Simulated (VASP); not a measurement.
# TaGe3Pd2 (P6/mmm) in VASP: relaxation of cell and atoms with PBE

Aim: the relaxation of cell and atoms of TaGe3Pd2 with PBE.

Program: VASP 6.6.1. These are calculated values, not measurements. Logs are shortened: lines on timing, memory, paths and dates and some standing lists are left out, and cuts for length are marked.

**1. The cell of the first run**

The structure is hexagonal, space group P6/mmm (No. 191). The conventional cell has a = 5.366 Å, b = 5.366 Å, c = 4.205 Å, α = 90.00°, β = 90.00°, γ = 120.00°. Ta (site symmetry 6/mmm) has 6 Pd at 3.10 Å and 12 Ge at 3.41 Å within 4.1 Å. Within 3.4 Å of Ge (site symmetry mmm) lie 4 Pd at 2.61 Å and 4 Ge at 2.68 Å. Pd (site symmetry -6m2) has 6 Ge at 2.61 Å and 3 Pd at 3.10 Å and 3 Ta at 3.10 Å within 3.4 Å.

**2. Relaxation of cell and atoms, PBE**

File INCAR:

```
SYSTEM = TaGe3Pd2
  PREC = Accurate
  ENCUT = 600
  EDIFF = 1E-7
  ISMEAR = 0
  SIGMA = 0.1
  LREAL = .FALSE.
  LASPH = .TRUE.
  NELM = 60
  ALGO = Normal
  ISIF = 3
  LWAVE = .FALSE.
  LCHARG = .FALSE.
  GGA = PE
  IBRION = 2
  NSW = 100
  EDIFFG = -0.01
```

File KPOINTS:

```
regular mesh
0
G
  12 12 10
  0 0 0
```

File POSCAR:

```
TaGe3Pd2
1.0
    5.3663253727      0.0000000000      0.0000000000
   -2.6831626863      4.6473740977      0.0000000000
    0.0000000000      0.0000000000      4.2049745664
Ta Ge Pd
1 3 2
Direct
    0.0000000000      0.0000000000      0.0000000000
    0.5000000000      0.0000000000      0.5000000000
    0.5000000000      0.5000000000      0.5000000000
    0.0000000000      0.5000000000      0.5000000000
    0.3333333333      0.6666666667      0.0000000000
    0.6666666667      0.3333333333      0.0000000000
```

Potentials or basis: VASP PAW PBE potentials, release 64 (Ta_pv, Ge_d, Pd).

The run is started by

```bash
$ cat potpaw_PBE.64/Ta_pv/POTCAR potpaw_PBE.64/Ge_d/POTCAR potpaw_PBE.64/Pd/POTCAR > POTCAR
$ mpirun -np 1 vasp_std > vasp.out
```

OUTCAR:

```text
SYSTEM = TaGe3Pd2
   PREC = Accurate
   ENCUT = 600
   EDIFF = 1E-7
   ISMEAR = 0
   LREAL = .FALSE.
   LASPH = .TRUE.
   NELM = 60
   ISIF = 3
   GGA = PE
   IBRION = 2
   NSW = 100
   EDIFFG = -0.01

 ion  position               nearest neighbor table
   1  0.000  0.000  0.000-   5 3.10   6 3.10   5 3.10   6 3.10   6 3.10   5 3.10
   2  0.500  0.000  0.500-   5 2.61   6 2.61   5 2.61   6 2.61   3 2.68   3 2.68   4 2.68   4 2.68

   3  0.500  0.500  0.500-   5 2.61   6 2.61   5 2.61   6 2.61   2 2.68   2 2.68   4 2.68   4 2.68

   4  0.000  0.500  0.500-   5 2.61   6 2.61   5 2.61   6 2.61   2 2.68   2 2.68   3 2.68   3 2.68

   5  0.333  0.667  0.000-   2 2.61   2 2.61   4 2.61   4 2.61   3 2.61   3 2.61   6 3.10   1 3.10
                             6 3.10   1 3.10   1 3.10   6 3.10
   6  0.667  0.333  0.000-   2 2.61   2 2.61   4 2.61   4 2.61   3 2.61   3 2.61   5 3.10   1 3.10
                             5 3.10   1 3.10   1 3.10   5 3.10

  LATTYP: Found a hexagonal cell.
 ALAT       =     5.3663253727
 C/A-ratio  =     0.7835854657

  Lattice vectors:

 A1 = (   5.3663253727,   0.0000000000,   0.0000000000)
 A2 = (  -2.6831626863,   4.6473740977,   0.0000000000)
 A3 = (   0.0000000000,   0.0000000000,   4.2049745664)

Analysis of symmetry for initial positions (statically):
=====================================================================
 Subroutine PRICEL returns:
 Original cell was already a primitive cell.

 Routine SETGRP: Setting up the symmetry group for a
 hexagonal supercell.

 Subroutine GETGRP returns: Found 24 space group operations
 (whereof 24 operations were pure point group operations)
 out of a pool of 24 trial point group operations.

The static configuration has the point symmetry D_6h.

Analysis of symmetry for dynamics (positions and initial velocities):
=====================================================================
 Subroutine PRICEL returns:
 Original cell was already a primitive cell.

 Routine SETGRP: Setting up the symmetry group for a
 hexagonal supercell.

 Subroutine GETGRP returns: Found 24 space group operations
 (whereof 24 operations were pure point group operations)
 out of a pool of 24 trial point group operations.

The dynamic configuration has the point symmetry D_6h.

 Subroutine INISYM returns: Found 24 space group operations
 (whereof 24 operations are pure point group operations),
 and found     1 'primitive' translations

----------------------------------------------------------------------------------------

                                     Primitive cell

  volume of cell :     104.8692

  direct lattice vectors                    reciprocal lattice vectors
     5.366325373  0.000000000  0.000000000     0.186347255  0.107587638  0.000000000
    -2.683162686  4.647374098  0.000000000     0.000000000  0.215175275  0.000000000
     0.000000000  0.000000000  4.204974566     0.000000000  0.000000000  0.237813567

  length of vectors
     5.366325373  5.366325373  4.204974566     0.215175275  0.215175275  0.237813567

  position of ions in fractional coordinates (direct lattice)
     0.000000000  0.000000000  0.000000000
     0.500000000  0.000000000  0.500000000
     0.500000000  0.500000000  0.500000000
     0.000000000  0.500000000  0.500000000
     0.333333333  0.666666667  0.000000000
     0.666666667  0.333333333  0.000000000

  ion indices of the primitive-cell ions
   primitive index   ion index
                 1           1
                 2           2
                 3           3
                 4           4
                 5           5
                 6           6

----------------------------------------------------------------------------------------

 KPOINTS: regular mesh

Automatic generation of k-mesh.
 Grid dimensions read from file:
 generate k-points for:   12   12   10

 Generating k-lattice:

  Cartesian coordinates                     Fractional coordinates (reciprocal lattice)
     0.015528938  0.008965636  0.000000000     0.083333333  0.000000000  0.000000000
     0.000000000  0.017931273  0.000000000     0.000000000  0.083333333  0.000000000
     0.000000000  0.000000000  0.023781357     0.000000000  0.000000000  0.100000000

  Length of vectors
     0.017931273  0.017931273  0.023781357

  Shift w.r.t. Gamma in fractional coordinates (k-lattice)
     0.000000000  0.000000000  0.000000000

 Subroutine IBZKPT returns following result:
 ===========================================

 Found    114 irreducible k-points:

 Following reciprocal coordinates:
            Coordinates               Weight
  0.000000  0.000000  0.000000      1.000000
  0.083333 -0.000000  0.000000      6.000000
  0.166667  0.000000  0.000000      6.000000
  0.250000 -0.000000  0.000000      6.000000
  0.333333 -0.000000  0.000000      6.000000
  0.416667  0.000000  0.000000      6.000000
[... 16 lines left out ...]
  0.250000 -0.000000  0.100000     12.000000
  0.333333 -0.000000  0.100000     12.000000
 [... further k-points ...]
   k-points           NKPTS =    114   k-points in BZ     NKDIM =    114   number of bands    NBANDS=     43
   number of dos      NEDOS =    301   number of ions     NIONS =      6
   total plane-waves  NPLWV =  82944
   dimension x,y,z NGX =    48 NGY =   48 NGZ =   36
   dimension x,y,z NGXF=    96 NGYF=   96 NGZF=   72
   ions per type =               1   3   2
   NGX,Y,Z   is equivalent  to a cutoff of  14.87, 14.87, 14.23 a.u.
   NGXF,Y,Z  is equivalent  to a cutoff of  29.74, 29.74, 28.47 a.u.
 SYSTEM =  TaGe3Pd2
   PREC   = accura    normal or accurate (medium, high low for compatibility)
   ISTART =      0    job   : 0-new  1-cont  2-samecut
   ICHARG =      2    charge: 1-file 2-atom 10-const
   ISPIN  =      1    spin polarized calculation?
   LNONCOLLINEAR =      F non collinear calculations
   LSORBIT =      F    spin-orbit coupling
   LASPH  =      T    aspherical Exc in radial PAW
   ENCUT  =  600.0 eV  44.10 Ry    6.64 a.u.  10.72 10.72  8.40*2*pi/ulx,y,z
   NELM   =     60;   NELMIN=  2; NELMDL= -5     # of ELM steps
   EDIFF  = 0.1E-06   stopping-criterion for ELM
   LREAL  =      F    real-space projection
   EDIFFG = -.1E-01   stopping-criterion for IOM
   NSW    =    100    number of steps for IOM
   IBRION =      2    ionic relax: 0-MD 1-quasi-New 2-CG
   NFREE  =      1    steps in history (QN), initial steepest desc. (CG)
   ISIF   =      3    stress and relaxation
   ISYM   =      2    0-nonsym 1-usesym 2-fastsym
   POTIM  = 0.5000    time-step for ionic-motion
   TEBEG  =    0.0;   TEEND  =   0.0 temperature during run
   PSTRESS=    0.0 pullay stress
   NELECT =      73.0000    total number of electrons
   NUPDOWN=      -1.0000    fix difference up-down
   EMIN   =  10.00;   EMAX   =-10.00  energy-range for DOS
   EFERMI =   0.00;   METHOD = LEGACY
   ISMEAR =     0;   SIGMA  =   0.10  broadening in eV -4-tet -1-fermi 0-gaus
   EFERMI_NEDOS =   21; number of points for ismear=-14 and -15
   IALGO  =     38    algorithm
   IMIX   =      4    mixing-type and parameters
     AMIX     =   0.40;   BMIX     =  1.00
     AMIX_MAG =   1.60;   BMIX_MAG =  1.00
  volume/ion in A,a.u.               =      17.48       117.95
  Fermi-wavevector in a.u.,A,eV,Ry     =   1.450885  2.741776 28.641196  2.105068
  Thomas-Fermi vector in A             =   2.568446
   LORBIT       =      0    0 simple, 1 ext, 2 COOP (PROOUT), +10 PAW based schemes
   GGA     = PE    functional components
   LHFCALC =     F    Hartree Fock is set to
   AEXX    =    0.0000 exact exchange contribution
   IVDW    =     0    specifies the selected vdW correction
   LEPSILON=     F    determine dielectric tensor
   LRPA    =     F    only Hartree local field effects (RPA)
 conjugate gradient relaxation of ions
 non-spin polarized calculation
 Gauss-broadening in eV      SIGMA  =   0.10
  energy-cutoff  :      600.00
  volume of cell :      104.87
 maximum number of plane-waves:      3551
 NGX is ok and might be reduce to    48
   NGX = 21   NGY = 21   NGZ = 17

--------------------------------------- Ionic step        1  -------------------------------------------

 number of electron      73.0000004 magnetization

 Free energy of the ion-electron system (eV)
  ---------------------------------------------------
  ext. energy  EPLUGINS =         0.00000000
  ---------------------------------------------------
  free energy    TOTEN  =       -33.84654259 eV

  energy without entropy =      -33.81897113  energy(sigma->0) =      -33.83275686

------------------------ aborting loop because EDIFF is reached ----------------------------------------

  FORCE on cell =-STRESS in cart. coord.  units (eV):
  Direction    XX          YY          ZZ          XY          YZ          ZX
  --------------------------------------------------------------------------------------
  -------------------------------------------------------------------------------------
  Total        0.2430459      0.2430459      0.6782373      0.0000000      0.0000000      0.0000000
  in kB        3.7132224      3.7132224     10.3620157      0.0000000      0.0000000      0.0000000
  external PRESSURE =       5.9294868 kB  Pullay stress =       0.0000000 kB
[... 145 lines left out ...]
  energy  without entropy=      -33.8201249777  energy(sigma->0) =      -33.83424801

--------------------------------------- Ionic step        5  -------------------------------------------

 number of electron      72.9999998 magnetization

 Free energy of the ion-electron system (eV)
  ---------------------------------------------------
  ext. energy  EPLUGINS =         0.00000000
  ---------------------------------------------------
  free energy    TOTEN  =       -33.84845827 eV

  energy without entropy =      -33.82010685  energy(sigma->0) =      -33.83428256

 E-fermi :   8.0392     XC(G=0): -11.9666

 val. band max:        8.0381576122   @ k =   0.1667   0.0000   0.2000
 cond. band min:       8.0439557925   @ k =   0.3333   0.0833   0.4000
 fundamental gap:      0.0057981803
 Fermi energy:         8.0392401793

 k-point     1 :       0.0000    0.0000    0.0000
  band No.  band energies     occupation
      1     -27.8676      2.00000
      2     -27.8676      2.00000
      3     -27.8319      2.00000
      4     -17.1025      2.00000
      5     -17.0529      2.00000
      6     -17.0529      2.00000
[... 1093 lines left out ...]
     42      10.2375      0.00000
     43      11.6095      0.00000

 [... further k-points ...]
[... 5 lines left out ...]
  --------------------------------------------------------------------------------------
  -------------------------------------------------------------------------------------
  Total       -0.0524576     -0.0524576      0.0357636     -0.0000000     -0.0000000      0.0000000
  in kB       -0.7974156     -0.7974156      0.5436486     -0.0000000     -0.0000000      0.0000000
  external PRESSURE =      -0.3503942 kB  Pullay stress =       0.0000000 kB
[... 21 lines left out ...]
  FREE ENERGIE OF THE ION-ELECTRON SYSTEM (eV)
  ---------------------------------------------------
  free  energy   TOTEN  =       -33.8484582677 eV

  energy  without entropy=      -33.8201068463  energy(sigma->0) =      -33.83428256

 reached required accuracy - stopping structural energy minimisation
```

Run time: 40 min. Hardware: 1 thread of Intel Xeon Platinum 8375C at 2.90GHz (Ice Lake), shared host; peak memory 0.71 GiB.

Results:

```yaml
Free_energy: -33.8485 eV
Relaxed_volume: 17.57 Å³/atom
Relaxed_cell: a = 5.365 Å, b = 5.365 Å, c = 4.228 Å, α = 90.00°, β = 90.00°, γ = 120.00°
Space_group_after_relaxing_to_0.05_Å: P6/mmm (No. 191)
Energy_gained_by_relaxing: 0.3 meV/atom
Ionic_steps: 5
Pressure_after_relaxing: 0.0 GPa
```

The path:
```
step  energy change (eV)  largest force (eV/Å)  pressure (GPa)  volume (Å³)
   1              0.0000                0.0000            0.59       104.87
   2             -0.0009                0.0000           -0.51       105.85
   3             -0.0014                0.0000           -0.11       105.48
   4             -0.0018                0.0000           -0.05       105.42
   5             -0.0019                0.0000           -0.04       105.40
```

Final structure:
```
Ta Ge Pd
1.0
     5.36533    0.00000    0.00000
    -2.68266    4.64651    0.00000
     0.00000    0.00000    4.22777
Ta Ge Pd
1 3 2
Direct
  0.00000 0.00000 0.00000
  0.50000 0.00000 0.50000
  0.50000 0.50000 0.50000
  0.00000 0.50000 0.50000
  0.33333 0.66667 0.00000
  0.66667 0.33333 0.00000
```

Caveat: spin-orbit coupling is left out, which moves the levels of the heavy elements.
